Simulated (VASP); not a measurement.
# RbBr (I4/mmm) in VASP: further runs

RbBr is run at these levels: PBE; tasks: single point.

Program: VASP 6.6.1. These are calculated values, not measurements. Logs are shortened: lines on timing, memory, paths and dates and some standing lists are left out, and cuts for length are marked.

## 1. The cell of the first run

It takes space group I4/mmm (No. 139, tetragonal). The conventional cell has a = 4.441 Å, b = 4.441 Å, c = 8.165 Å, α = 90.00°, β = 90.00°, γ = 90.00°. Rb (site symmetry 4/mmm) has 6 Br at 3.14 to 4.08 Å within 4.1 Å. Br (site symmetry 4/mmm) has 6 Rb at 3.14 to 4.08 Å within 4.1 Å.

## 2. Single point, PBE

Contents of INCAR:

```
ALGO = Normal ; EDIFF = 1E-7
ENCUT = 520 ; GGA = PE
ISIF = 2 ; ISMEAR = 0
LASPH = True ; LCHARG = True
LELF = True ; LREAL = False
LVHAR = True ; LWAVE = False
NBANDS = 15 ; NELM = 100
PREC = Accurate ; SIGMA = 0.05
```

Contents of KPOINTS:

```
k-points
0
Gamma
  6 6 6
```

Contents of POSCAR:

```
RbBr
1.0
    0.0000000000      3.1404822710      4.0826269524
    3.1404822710      0.0000000000      4.0826269524
    3.1404822710      3.1404822710      0.0000000000
Rb Br
1 1
Direct
    0.0000000000      0.0000000000      0.0000000000
    0.5000000000      0.5000000000      0.5000000000
```

Potentials or basis: VASP PAW PBE potentials, release 64 (Rb_sv, Br).

The run is started by

```
$ cat potpaw_PBE.64/Rb_sv/POTCAR potpaw_PBE.64/Br/POTCAR > POTCAR
$ mpirun -np 1 vasp_std > vasp.out
```

OUTCAR:

```text
EDIFF = 1E-7
   ENCUT = 520
   GGA = PE
   ISIF = 2
   ISMEAR = 0
   LASPH = True
   LREAL = False
   NELM = 100
   PREC = Accurate

 ion  position               nearest neighbor table
   1  0.000  0.000  0.000-   2 3.14   2 3.14   2 3.14   2 3.14   2 4.08   2 4.08
   2  0.500  0.500  0.500-   1 3.14   1 3.14   1 3.14   1 3.14   1 4.08   1 4.08

  LATTYP: Found a body centered tetragonal cell.
 ALAT       =     4.4413126200
 C/A-ratio  =     1.8384776311

  Lattice vectors:

 A1 = (  -3.1404822710,   0.0000000000,   4.0826269524)
 A2 = (   3.1404822710,   0.0000000000,   4.0826269524)
 A3 = (   0.0000000000,   3.1404822710,  -4.0826269524)

Analysis of symmetry for initial positions (statically):
=====================================================================
 Subroutine PRICEL returns:
 Original cell was already a primitive cell.

 Routine SETGRP: Setting up the symmetry group for a
 body centered tetragonal supercell.

 Subroutine GETGRP returns: Found 16 space group operations
 (whereof 16 operations were pure point group operations)
 out of a pool of 16 trial point group operations.

The static configuration has the point symmetry D_4h.

Analysis of symmetry for dynamics (positions and initial velocities):
=====================================================================
 Subroutine PRICEL returns:
 Original cell was already a primitive cell.

 Routine SETGRP: Setting up the symmetry group for a
 body centered tetragonal supercell.

 Subroutine GETGRP returns: Found 16 space group operations
 (whereof 16 operations were pure point group operations)
 out of a pool of 16 trial point group operations.

The dynamic configuration has the point symmetry D_4h.

 Subroutine INISYM returns: Found 16 space group operations
 (whereof 16 operations are pure point group operations),
 and found     1 'primitive' translations

----------------------------------------------------------------------------------------

                                     Primitive cell

  volume of cell :      80.5309

  direct lattice vectors                    reciprocal lattice vectors
     0.000000000  3.140482271  4.082626952    -0.159211216  0.159211216  0.122470166
     3.140482271  0.000000000  4.082626952     0.159211216 -0.159211216  0.122470166
     3.140482271  3.140482271  0.000000000     0.159211216  0.159211216 -0.122470166

  length of vectors
     5.150773896  5.150773896  4.441312620     0.256311069  0.256311069  0.256311069

  position of ions in fractional coordinates (direct lattice)
     0.000000000  0.000000000  0.000000000
     0.500000000  0.500000000  0.500000000

[... 84 lines left out ...]
   POTIM  = 0.5000    time-step for ionic-motion
   TEBEG  =    0.0;   TEEND  =   0.0 temperature during run
   PSTRESS=    0.0 pullay stress
   NELECT =      16.0000    total number of electrons
   NUPDOWN=      -1.0000    fix difference up-down
   EMIN   =  10.00;   EMAX   =-10.00  energy-range for DOS
   EFERMI =   0.00;   METHOD = LEGACY
   ISMEAR =     0;   SIGMA  =   0.05  broadening in eV -4-tet -1-fermi 0-gaus
   EFERMI_NEDOS =   21; number of points for ismear=-14 and -15
   IALGO  =     38    algorithm
   IMIX   =      4    mixing-type and parameters
     AMIX     =   0.40;   BMIX     =  1.00
     AMIX_MAG =   1.60;   BMIX_MAG =  1.00
  volume/ion in A,a.u.               =      40.27       271.72
  Fermi-wavevector in a.u.,A,eV,Ry     =   0.955273  1.805204 12.415941  0.912546
  Thomas-Fermi vector in A             =   2.084095
   LORBIT       =      0    0 simple, 1 ext, 2 COOP (PROOUT), +10 PAW based schemes
   GGA     = PE    functional components
   LHFCALC =     F    Hartree Fock is set to
   AEXX    =    0.0000 exact exchange contribution
   IVDW    =     0    specifies the selected vdW correction
   LEPSILON=     F    determine dielectric tensor
   LRPA    =     F    only Hartree local field effects (RPA)
 non-spin polarized calculation
 Gauss-broadening in eV      SIGMA  =   0.05
  energy-cutoff  :      520.00
  volume of cell :       80.53
 maximum number of plane-waves:      2186
 NGX is ok and might be reduce to    40

 number of electron      16.0000001 magnetization

 Free energy of the ion-electron system (eV)
  ---------------------------------------------------
  ext. energy  EPLUGINS =         0.00000000
  ---------------------------------------------------
  free energy    TOTEN  =        -5.77635928 eV

  energy without entropy =       -5.77635928  energy(sigma->0) =       -5.77635928

 E-fermi :  -1.2982     XC(G=0):  -7.1417

 val. band max:       -1.6059425355   @ k =   0.0000   0.0000   0.0000
 cond. band min:       2.4861890618   @ k =   0.0000   0.0000   0.0000
 fundamental gap:      4.0921315973
 Fermi energy:        -1.2982214455

 k-point     1 :       0.0000    0.0000    0.0000
  band No.  band energies     occupation
      1     -26.0305      2.00000
      2     -14.0029      2.00000
      3     -10.1822      2.00000
      4     -10.1567      2.00000
      5     -10.1567      2.00000
      6      -1.8987      2.00000
      7      -1.6059      2.00000
      8      -1.6059      2.00000
      9       2.4862      0.00000
     10       4.6495      0.00000
     11       6.2024      0.00000
     12       6.2024      0.00000
     13       6.2796      0.00000
     14       7.0065      0.00000
[... 401 lines left out ...]
      2     -13.9988      2.00000
      3     -10.3321      2.00000
      4     -10.2751      2.00000
      5     -10.1960      2.00000
      6      -2.1745      2.00000
      7      -2.0381      2.00000
      8      -1.9556      2.00000
      9       4.2988      0.00000
     10       5.3778      0.00000
     11       6.8961      0.00000
     12       8.0786      0.00000
     13       8.3154      0.00000
     14       8.6600      0.00000
     15       9.1273      0.00000

 [... further k-points ...]
[... 5 lines left out ...]
  --------------------------------------------------------------------------------------
  -------------------------------------------------------------------------------------
  Total        3.0967609      3.0967609     -0.4923952      0.0000000     -0.0000000      0.0000000
  in kB       61.6106610     61.6106610     -9.7962994      0.0000000     -0.0000000      0.0000000
  external PRESSURE =      37.8083409 kB  Pullay stress =       0.0000000 kB

 VOLUME and BASIS-vectors are now :
 -----------------------------------------------------------------------------
  energy-cutoff  :      520.00
  volume of cell :       80.53
      direct lattice vectors                 reciprocal lattice vectors
     0.000000000  3.140482271  4.082626952    -0.159211216  0.159211216  0.122470166
     3.140482271  0.000000000  4.082626952     0.159211216 -0.159211216  0.122470166
     3.140482271  3.140482271  0.000000000     0.159211216  0.159211216 -0.122470166

 POSITION                                       TOTAL-FORCE (eV/Angst)
 -----------------------------------------------------------------------------------
      0.00000      0.00000      0.00000        -0.000000      0.000000     -0.000000
      3.14048      3.14048      4.08263         0.000000     -0.000000      0.000000
 -----------------------------------------------------------------------------------
    total drift:                                0.000000     -0.000000     -0.000000

  FREE ENERGIE OF THE ION-ELECTRON SYSTEM (eV)
  ---------------------------------------------------
  free  energy   TOTEN  =        -5.7763592783 eV

  energy  without entropy=       -5.7763592783  energy(sigma->0) =       -5.77635928
```

OSZICAR:

```text
N       E                     dE             d eps       ncg     rms          rms(c)
DAV:   1     0.853104298683E+02    0.85310E+02   -0.66792E+03   900   0.914E+02
DAV:   2     0.179963331107E-02   -0.85309E+02   -0.77969E+02  1237   0.161E+02
DAV:   3    -0.588987438724E+01   -0.58917E+01   -0.58644E+01  1211   0.450E+01
DAV:   4    -0.605476854678E+01   -0.16489E+00   -0.16485E+00  1264   0.682E+00
DAV:   5    -0.605578143085E+01   -0.10129E-02   -0.10129E-02  1224   0.575E-01    0.428E+00
DAV:   6    -0.579235061122E+01    0.26343E+00   -0.31944E-01  1082   0.262E+00    0.294E+00
DAV:   7    -0.576360363584E+01    0.28747E-01   -0.18247E-01  1138   0.207E+00    0.118E+00
DAV:   8    -0.577446319467E+01   -0.10860E-01   -0.17018E-02  1023   0.782E-01    0.970E-02
DAV:   9    -0.577568154239E+01   -0.12183E-02   -0.11696E-03  1124   0.204E-01    0.860E-02
DAV:  10    -0.577632426461E+01   -0.64272E-03   -0.66560E-04   921   0.148E-01    0.189E-02
DAV:  11    -0.577635348529E+01   -0.29221E-04   -0.55914E-05  1061   0.474E-02    0.610E-03
DAV:  12    -0.577635891748E+01   -0.54322E-05   -0.97137E-06   956   0.234E-02    0.140E-03
DAV:  13    -0.577635910792E+01   -0.19045E-06   -0.27188E-07  1241   0.287E-03    0.819E-04
DAV:  14    -0.577635927281E+01   -0.16489E-06   -0.14317E-07   915   0.264E-03    0.392E-04
DAV:  15    -0.577635927832E+01   -0.55106E-08   -0.26654E-08   786   0.111E-03
   1 F= -.57763593E+01 E0= -.57763593E+01  d E =-.954955E-20
```

Run time: 39 s. Hardware: 1 thread of Intel Xeon 6975P-C, shared host; peak memory 0.24 GiB.

Results:

* Free energy: -5.7764 eV
* Pressure: 3.8 GPa
* Band gap on the k mesh: 4.09 eV, direct

## 3. Single point, PBE

This run uses another cell than the first one, of the same volume but with other edges.

Contents of INCAR:

```
SYSTEM = RbBr
PREC = Accurate
ENCUT = 520
EDIFF = 1E-7
ISMEAR = 0
SIGMA = 0.05
LREAL = .FALSE.
LASPH = .TRUE.
NELM = 80
ALGO = Normal
ISIF = 2
LWAVE = .FALSE.
LCHARG = .FALSE.
GGA = PE
NBANDS = 15
```

Contents of KPOINTS:

```
regular mesh
0
G
  6 6 6
  0 0 0
```

Contents of POSCAR:

```
RbBr
1.0
    0.0000000000      3.5240997096      3.2421717328
    3.5240997096      0.0000000000      3.2421717328
    3.5240997096      3.5240997096      0.0000000000
Rb Br
1 1
Direct
    0.0000000000      0.0000000000      0.0000000000
    0.5000000000      0.5000000000      0.5000000000
```

Potentials or basis: VASP PAW PBE potentials, release 64 (Rb_sv, Br).

The run is started by

```
$ cat potpaw_PBE.64/Rb_sv/POTCAR potpaw_PBE.64/Br/POTCAR > POTCAR
$ mpirun -np 1 vasp_std > vasp.out
```

Wall time 31 s (1 thread of Intel Xeon 6975P-C, shared host); peak memory 0.23 GiB.

The run converged. Its results:

```
Free energy            : -6.0532 eV
Pressure               : 1.4 GPa
Band gap on the k mesh : 4.25 eV, direct
```

Stress tensor (GPa, compression positive):
```
0.25 0.00 0.00
0.00 0.25 0.00
0.00 0.00 3.63
```

Levels at points of the mesh, in eV from the valence-band top:
| k point | band 4 | band 5 | band 6 | band 7 | band 8 | band 9 | band 10 | band 11 | band 12 | band 13 |
| --- | --- | --- | --- | --- | --- | --- | --- | --- | --- | --- |
| (0.00, 0.00, 0.00) | -8.57 | -8.57 | -0.12 | -0.12 | 0.00 | 4.25 | 7.04 | 7.04 | 7.54 | 7.86 |
| (0.50, 0.00, 0.00) | -8.58 | -8.48 | -1.09 | -0.46 | -0.45 | 6.71 | 7.60 | 9.38 | 9.46 | 9.79 |
| (0.50, 0.50, 0.00) | -8.66 | -8.66 | -0.42 | -0.31 | -0.31 | 5.45 | 7.15 | 9.26 | 9.30 | 9.47 |
| (0.50, 0.00, 0.50) | -8.68 | -8.61 | -0.61 | -0.25 | -0.15 | 5.57 | 6.98 | 8.98 | 9.12 | 9.37 |

## 4. Single point, PBE

This run uses another cell than the first one, of the same volume but with other edges.

Contents of INCAR:

```
SYSTEM = RbBr
ALGO     = Normal         ! electronic algorithm
EDIFF    = 1E-7           ! SCF threshold, eV
ENCUT    = 520            ! plane-wave cutoff, eV
GGA      = PE             ! functional
ISIF     = 2              ! what is computed and relaxed
ISMEAR   = 0              ! smearing method
LASPH    = .True.         ! aspherical terms in the spheres
LCHARG   = .True.         ! write CHGCAR
LELF     = .True.         ! ELF
LREAL    = .False.        ! projectors in reciprocal space
LVHAR    = .True.       
LWAVE    = .False.        ! write WAVECAR
NBANDS   = 15             ! bands
NELM     = 80             ! most SCF steps
PREC     = Accurate       ! precision mode
SIGMA    = 0.05           ! smearing width, eV
```

Contents of KPOINTS:

```
k-points
0
Gamma
  6 6 6
  0 0 0
```

Contents of POSCAR:

```
RbBr
1.0
    0.0000000000      3.3203196968      3.6523516665
    3.3203196968      0.0000000000      3.6523516665
    3.3203196968      3.3203196968      0.0000000000
Rb Br
1 1
Direct
    0.0000000000      0.0000000000      0.0000000000
    0.5000000000      0.5000000000      0.5000000000
```

The run is started by

```
$ cat potpaw_PBE.64/Rb_sv/POTCAR potpaw_PBE.64/Br/POTCAR > POTCAR
$ mpirun -np 1 vasp_std > vasp.out
```

Run time: 37 s. Hardware: 1 thread of Intel Xeon 6975P-C, shared host; peak memory 0.24 GiB.

It converged, with:

```yaml
Free_energy: -6.0513 eV
Pressure: 1.4 GPa
Band_gap_on_the_k_mesh: 4.30 eV, direct
```

Stress tensor (GPa, compression positive):
```
 2.35  0.00  0.00
 0.00  2.35  0.00
 0.00  0.00 -0.43
```

Levels at points of the mesh, in eV from the valence-band top:
```
           k point  band 5  band 6  band 7  band 8  band 9  band 10  band 11  band 12
(0.00, 0.00, 0.00)   -8.52   -0.10    0.00    0.00    4.30     6.88     7.45     7.45
(0.50, 0.00, 0.00)   -8.43   -1.05   -0.42   -0.40    6.76     7.63     9.45     9.53
(0.50, 0.50, 0.00)   -8.57   -0.61   -0.12   -0.12    5.63     7.06     8.87     9.06
(0.50, 0.00, 0.50)   -8.58   -0.44   -0.25   -0.19    5.56     7.12     9.25     9.29
```

## 5. Overview

```tsv
cell	gap on the mesh (eV)	pressure (GPa)
a = 5.151, b = 5.151, c = 4.441 Å, angles 64.5, 64.5, 51.1°, 2 atoms	4.09	3.8
a = 4.789, b = 4.789, c = 4.984 Å, angles 58.6, 58.6, 62.7°, 2 atoms	4.25	1.4
a = 4.936, b = 4.936, c = 4.696 Å, angles 61.6, 61.6, 56.8°, 2 atoms	4.30	1.4
```

Alike in all rows: task single point; level PBE; potentials or basis VASP PAW PBE potentials, release 64 (Rb_sv, Br); no spin polarisation; k mesh 6 × 6 × 6; cutoff (eV) 520; smearing gaussian 0.05 eV.

Total energies depend on the potentials used, so only differences within one code and one set of settings carry meaning.
